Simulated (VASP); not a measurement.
# CoO (R-3m) in VASP: further runs, part 2 of 2

VASP 6.6.1. The steps go on from the part before.

## 5. Overview

```csv
level,potentials or basis,fixed moment (μB),cell,k mesh,cutoff (eV),second run,gap on the mesh (eV),pressure (GPa),moment (μB)
r2SCAN,"VASP PAW PBE potentials, release 64 (Co, O)",-,"a = 2.976 Å, angles 60.3°, 2 atoms",11 × 11 × 11,520,-,none,0.1,3.00
PBE,"VASP PAW PBE potentials, release 64 (Co_sv, O)",4.0,"a = 2.996 Å, angles 60.3°, 2 atoms",9 × 9 × 9,600,valence_matched,-,22.6,4.00
PBE,"VASP PAW PBE potentials, release 64 (Co, O)",-,"a = 2.996 Å, angles 60.3°, 2 atoms",11 × 11 × 11,520,-,none,-0.6,2.87
```

Alike in all rows: task single point; spin collinear, ferromagnetic start; smearing fermi-dirac 0.05 eV.

Caveats: a cell with one magnetic atom can't hold antiferromagnetic order, which such compounds often take; semilocal functionals often make such compounds metallic where correlation or magnetic order opens a gap, which also shifts bond lengths (some runs); the PAW data sets were made with another functional, which shifts forces and pressure a little (some runs); the total moment is fixed, so each spin has its own Fermi level (some runs).

Total energies depend on the potentials used, so only differences within one code and one set of settings carry meaning.
